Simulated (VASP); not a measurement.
# C in VASP: a series of runs

C is run at these levels: PBE; tasks: single point.

Everything below comes from runs of VASP 6.6.1. Logs are shortened: lines on timing, memory, paths and dates and some standing lists are left out, and cuts for length are marked.

## 1. The cell of the first run

It takes space group Fd-3m (No. 227, cubic). Conventional cell: a = 3.560 Å, b = 3.560 Å, c = 3.560 Å, α = 90.00°, β = 90.00°, γ = 90.00°. Within 2.1 Å of C (site symmetry -43m) lie 4 C at 1.54 Å.

## 2. Single point, PBE

File INCAR:

```
ALGO     = Normal         # electronic algorithm
EDIFF    = 1E-7           # SCF threshold, eV
ENCUT    = 520            # plane-wave cutoff, eV
GGA      = PE             # functional
ISIF     = 2              # what is computed and relaxed
ISMEAR   = 0              # smearing method
LASPH    = T              # aspherical terms in the spheres
LCHARG   = F              # write CHGCAR
LREAL    = F              # projectors in reciprocal space
LWAVE    = F              # write WAVECAR
NBANDS   = 11             # bands
NELM     = 60             # most SCF steps
PREC     = Accurate       # precision mode
SIGMA    = 0.01           # smearing width, eV
```

File KPOINTS:

```
k-points
0
Gamma
  6 6 6
```

File POSCAR:

```
C
1.0
    0.0000000000      1.7801241425      1.7801241425
    1.7801241425      0.0000000000      1.7801241425
    1.7801241425      1.7801241425      0.0000000000
C
2
Direct
    0.0000000000      0.0000000000      0.0000000000
    0.2500000000      0.2500000000      0.2500000000
```

Potentials or basis: VASP PAW PBE potentials, release 64 (C).

Run with:

```sh
cat potpaw_PBE.64/C/POTCAR > POTCAR
mpirun -np 1 vasp_std > vasp.out
```

OUTCAR:

```text
EDIFF = 1E-7
   ENCUT = 520
   GGA = PE
   ISIF = 2
   ISMEAR = 0
   LASPH = T
   LREAL = F
   NELM = 60
   PREC = Accurate

 ion  position               nearest neighbor table
   1  0.000  0.000  0.000-   2 1.54   2 1.54   2 1.54   2 1.54
   2  0.250  0.250  0.250-   1 1.54   1 1.54   1 1.54   1 1.54

  LATTYP: Found a face centered cubic cell.
 ALAT       =     3.5602482850

  Lattice vectors:

 A1 = (   0.0000000000,   1.7801241425,   1.7801241425)
 A2 = (   1.7801241425,   0.0000000000,   1.7801241425)
 A3 = (   1.7801241425,   1.7801241425,   0.0000000000)

Analysis of symmetry for initial positions (statically):
=====================================================================
 Subroutine PRICEL returns:
 Original cell was already a primitive cell.

 Routine SETGRP: Setting up the symmetry group for a
 face centered cubic supercell.

 Subroutine GETGRP returns: Found 48 space group operations
 (whereof 24 operations were pure point group operations)
 out of a pool of 48 trial point group operations.

The static configuration has the point symmetry T_d .
 The point group associated with its full space group is O_h .

Analysis of symmetry for dynamics (positions and initial velocities):
=====================================================================
 Subroutine PRICEL returns:
 Original cell was already a primitive cell.

 Routine SETGRP: Setting up the symmetry group for a
 face centered cubic supercell.

 Subroutine GETGRP returns: Found 48 space group operations
 (whereof 24 operations were pure point group operations)
 out of a pool of 48 trial point group operations.

The dynamic configuration has the point symmetry T_d .
 The point group associated with its full space group is O_h .

 Subroutine INISYM returns: Found 48 space group operations
 (whereof 24 operations are pure point group operations),
 and found     1 'primitive' translations

----------------------------------------------------------------------------------------

                                     Primitive cell

  volume of cell :      11.2819

  direct lattice vectors                    reciprocal lattice vectors
     0.000000000  1.780124143  1.780124143    -0.280879287  0.280879287  0.280879287
     1.780124143  0.000000000  1.780124143     0.280879287 -0.280879287  0.280879287
     1.780124143  1.780124143  0.000000000     0.280879287  0.280879287 -0.280879287

  length of vectors
     2.517475705  2.517475705  2.517475705     0.486497196  0.486497196  0.486497196

  position of ions in fractional coordinates (direct lattice)
     0.000000000  0.000000000  0.000000000
     0.250000000  0.250000000  0.250000000

  ion indices of the primitive-cell ions
   primitive index   ion index
                 1           1
                 2           2

----------------------------------------------------------------------------------------

 KPOINTS: k-points

Automatic generation of k-mesh.
 Grid dimensions read from file:
 generate k-points for:    6    6    6

 Generating k-lattice:

  Cartesian coordinates                     Fractional coordinates (reciprocal lattice)
    -0.046813215  0.046813215  0.046813215     0.166666667  0.000000000  0.000000000
     0.046813215 -0.046813215  0.046813215     0.000000000  0.166666667  0.000000000
     0.046813215  0.046813215 -0.046813215     0.000000000  0.000000000  0.166666667

  Length of vectors
     0.081082866  0.081082866  0.081082866

  Shift w.r.t. Gamma in fractional coordinates (k-lattice)
     0.000000000  0.000000000  0.000000000

 Subroutine IBZKPT returns following result:
 ===========================================

 Found     16 irreducible k-points:

 Following reciprocal coordinates:
            Coordinates               Weight
  0.000000  0.000000  0.000000      1.000000
  0.166667  0.000000  0.000000      8.000000
  0.333333  0.000000  0.000000      8.000000
  0.500000  0.000000  0.000000      4.000000
  0.166667  0.166667  0.000000      6.000000
  0.333333  0.166667  0.000000     24.000000
[... 8 lines left out ...]
 -0.333333  0.333333  0.166667     24.000000
 -0.333333  0.500000  0.166667     12.000000
   k-points           NKPTS =     16   k-points in BZ     NKDIM =     16   number of bands    NBANDS=     11
   number of dos      NEDOS =    301   number of ions     NIONS =      2
   total plane-waves  NPLWV =   8000
   dimension x,y,z NGX =    20 NGY =   20 NGZ =   20
   dimension x,y,z NGXF=    40 NGYF=   40 NGZF=   40
   ions per type =               2
   NGX,Y,Z   is equivalent  to a cutoff of  13.21, 13.21, 13.21 a.u.
   NGXF,Y,Z  is equivalent  to a cutoff of  26.41, 26.41, 26.41 a.u.
 SYSTEM =  unknown system
   PREC   = accura    normal or accurate (medium, high low for compatibility)
   ISTART =      0    job   : 0-new  1-cont  2-samecut
   ICHARG =      2    charge: 1-file 2-atom 10-const
   ISPIN  =      1    spin polarized calculation?
   LNONCOLLINEAR =      F non collinear calculations
   LSORBIT =      F    spin-orbit coupling
   LASPH  =      T    aspherical Exc in radial PAW
   ENCUT  =  520.0 eV  38.22 Ry    6.18 a.u.   4.68  4.68  4.68*2*pi/ulx,y,z
   NELM   =     60;   NELMIN=  2; NELMDL= -5     # of ELM steps
   EDIFF  = 0.1E-06   stopping-criterion for ELM
   LREAL  =      F    real-space projection
   EDIFFG = 0.1E-05   stopping-criterion for IOM
   NSW    =      0    number of steps for IOM
   IBRION =     -1    ionic relax: 0-MD 1-quasi-New 2-CG
   NFREE  =      0    steps in history (QN), initial steepest desc. (CG)
   ISIF   =      2    stress and relaxation
   ISYM   =      2    0-nonsym 1-usesym 2-fastsym
   POTIM  = 0.5000    time-step for ionic-motion
   TEBEG  =    0.0;   TEEND  =   0.0 temperature during run
   PSTRESS=    0.0 pullay stress
   NELECT =       8.0000    total number of electrons
   NUPDOWN=      -1.0000    fix difference up-down
   EMIN   =  10.00;   EMAX   =-10.00  energy-range for DOS
   EFERMI =   0.00;   METHOD = LEGACY
   ISMEAR =     0;   SIGMA  =   0.01  broadening in eV -4-tet -1-fermi 0-gaus
   EFERMI_NEDOS =   21; number of points for ismear=-14 and -15
   IALGO  =     38    algorithm
   IMIX   =      4    mixing-type and parameters
     AMIX     =   0.40;   BMIX     =  1.00
     AMIX_MAG =   1.60;   BMIX_MAG =  1.00
  volume/ion in A,a.u.               =       5.64        38.07
  Fermi-wavevector in a.u.,A,eV,Ry     =   1.459860  2.758735 28.996616  2.131191
  Thomas-Fermi vector in A             =   2.576377
   LORBIT       =      0    0 simple, 1 ext, 2 COOP (PROOUT), +10 PAW based schemes
   GGA     = PE    functional components
   LHFCALC =     F    Hartree Fock is set to
   AEXX    =    0.0000 exact exchange contribution
   IVDW    =     0    specifies the selected vdW correction
   LEPSILON=     F    determine dielectric tensor
   LRPA    =     F    only Hartree local field effects (RPA)
 non-spin polarized calculation
 Gauss-broadening in eV      SIGMA  =   0.01
  energy-cutoff  :      520.00
  volume of cell :       11.28
 maximum number of plane-waves:       310
   NGX =  9   NGY =  9   NGZ =  9

 number of electron       7.9999999 magnetization

 Free energy of the ion-electron system (eV)
  ---------------------------------------------------
  ext. energy  EPLUGINS =         0.00000000
  ---------------------------------------------------
  free energy    TOTEN  =       -18.17431664 eV

  energy without entropy =      -18.17431664  energy(sigma->0) =      -18.17431664

 E-fermi :   9.9668     XC(G=0): -13.2769

 val. band max:        9.8128305698   @ k =   0.0000   0.0000   0.0000
 cond. band min:      13.9768854693   @ k =   0.3333   0.3333   0.0000
 fundamental gap:      4.1640548995
 Fermi energy:         9.9667998183

 k-point     1 :       0.0000    0.0000    0.0000
  band No.  band energies     occupation
      1     -11.7395      2.00000
      2       9.8128      2.00000
      3       9.8128      2.00000
      4       9.8128      2.00000
      5      15.4168      0.00000
      6      15.4168      0.00000
      7      15.4168      0.00000
      8      23.2703      0.00000
      9      29.1755      0.00000
     10      36.4047      0.00000
     11      36.4047      0.00000

 k-point     2 :       0.1667    0.0000    0.0000
  band No.  band energies     occupation
      1     -10.9695      2.00000
      2       6.0407      2.00000
      3       8.7836      2.00000
      4       8.7836      2.00000
      5      16.7666      0.00000
      6      16.7666      0.00000
      7      17.2416      0.00000
      8      23.8934      0.00000
      9      30.1674      0.00000
     10      32.6669      0.00000
     11      32.6669      0.00000

 k-point     3 :       0.3333    0.0000    0.0000
  band No.  band energies     occupation
      1      -8.7107      2.00000
      2       0.4053      2.00000
      3       7.4812      2.00000
      4       7.4812      2.00000
      5      18.1143      0.00000
      6      18.1143      0.00000
      7      18.4461      0.00000
      8      25.1342      0.00000
      9      30.8397      0.00000
     10      33.0915      0.00000
     11      33.0915      0.00000

 k-point     4 :       0.5000    0.0000    0.0000
  band No.  band energies     occupation
      1      -5.9317      2.00000
      2      -3.6213      2.00000
      3       6.9984      2.00000
      4       6.9984      2.00000
      5      18.2940      0.00000
      6      18.2940      0.00000
      7      18.7346      0.00000
      8      25.5604      0.00000
      9      31.7889      0.00000
     10      34.0925      0.00000
     11      35.8289      0.00000

 k-point     5 :       0.1667    0.1667    0.0000
  band No.  band energies     occupation
      1     -10.7134      2.00000
      2       7.2253      2.00000
      3       7.2253      2.00000
      4       7.5722      2.00000
      5      14.7552      0.00000
      6      18.8727      0.00000
      7      18.8727      0.00000
      8      22.5907      0.00000
      9      29.7352      0.00000
     10      30.7484      0.00000
     11      37.7094      0.00000
[... 99 lines left out ...]
 k-point    13 :       0.5000    0.5000    0.0000
  band No.  band energies     occupation
      1      -2.9902      2.00000
      2      -2.9902      2.00000
      3       3.4809      2.00000
      4       3.4809      2.00000
      5      14.5810      0.00000
      6      14.5810      0.00000
      7      26.7051      0.00000
      8      26.7051      0.00000
      9      33.1528      0.00000
     10      33.1528      0.00000
     11      42.2675      0.00000

 k-point    14 :       0.5000    0.3333    0.1667
  band No.  band energies     occupation
      1      -6.7619      2.00000
      2       1.0970      2.00000
      3       2.4634      2.00000
      4       4.9822      2.00000
      5      17.5398      0.00000
      6      19.8281      0.00000
      7      21.3060      0.00000
      8      24.0454      0.00000
      9      30.5603      0.00000
     10      31.9388      0.00000
     11      37.0080      0.00000

 k-point    15 :      -0.3333    0.3333    0.1667
  band No.  band energies     occupation
      1      -4.1478      2.00000
      2      -1.9488      2.00000
      3       1.9573      2.00000
      4       3.8526      2.00000
      5      18.6235      0.00000
      6      19.8968      0.00000
      7      23.6348      0.00000
      8      23.8786      0.00000
      9      28.0159      0.00000
     10      33.3017      0.00000
     11      37.2028      0.00000

 k-point    16 :      -0.3333    0.5000    0.1667
  band No.  band energies     occupation
      1      -2.4408      2.00000
      2      -2.4408      2.00000
      3       1.9592      2.00000
      4       1.9592      2.00000
      5      18.0581      0.00000
      6      18.0581      0.00000
      7      24.3946      0.00000
      8      24.3946      0.00000
      9      31.5923      0.00000
     10      31.5923      0.00000
     11      40.5788      0.00000

------------------------ aborting loop because EDIFF is reached ----------------------------------------

  FORCE on cell =-STRESS in cart. coord.  units (eV):
  Direction    XX          YY          ZZ          XY          YZ          ZX
  --------------------------------------------------------------------------------------
  -------------------------------------------------------------------------------------
  Total        0.3506929      0.3506929      0.3506929      0.0000000      0.0000000      0.0000000
  in kB       49.8031330     49.8031330     49.8031330      0.0000000      0.0000000      0.0000000
  external PRESSURE =      49.8031330 kB  Pullay stress =       0.0000000 kB

 VOLUME and BASIS-vectors are now :
 -----------------------------------------------------------------------------
  energy-cutoff  :      520.00
  volume of cell :       11.28
      direct lattice vectors                 reciprocal lattice vectors
     0.000000000  1.780124143  1.780124143    -0.280879287  0.280879287  0.280879287
     1.780124143  0.000000000  1.780124143     0.280879287 -0.280879287  0.280879287
     1.780124143  1.780124143  0.000000000     0.280879287  0.280879287 -0.280879287

 POSITION                                       TOTAL-FORCE (eV/Angst)
 -----------------------------------------------------------------------------------
      0.00000      0.00000      0.00000        -0.000000     -0.000000     -0.000000
      0.89006      0.89006      0.89006         0.000000      0.000000      0.000000
 -----------------------------------------------------------------------------------
    total drift:                                0.000000      0.000000      0.000000

  FREE ENERGIE OF THE ION-ELECTRON SYSTEM (eV)
  ---------------------------------------------------
  free  energy   TOTEN  =       -18.1743166357 eV

  energy  without entropy=      -18.1743166357  energy(sigma->0) =      -18.17431664
```

Run time: 2.4 s. Hardware: 1 thread of AMD EPYC 7R43 (Zen 3), shared host; peak memory 0.08 GiB.

What came out:

```yaml
Free_energy: -18.1743 eV
Pressure: 5.0 GPa
Band_gap_on_the_k_mesh: 4.16 eV, indirect (least direct gap 5.60 eV)
```

Levels at points of the mesh, in eV from the valence-band top:
```tsv
k point	band 1	band 2	band 3	band 4	band 5	band 6	band 7	band 8
(0.00, 0.00, 0.00)	-21.55	0.00	0.00	0.00	5.60	5.60	5.60	13.46
(0.50, 0.00, 0.00)	-15.74	-13.43	-2.81	-2.81	8.48	8.48	8.92	15.75
(0.50, 0.50, 0.00)	-12.80	-12.80	-6.33	-6.33	4.77	4.77	16.89	16.89
```

Caveat: the k points lie up to 0.51 Å⁻¹ apart.

[end of part 1 of 2]
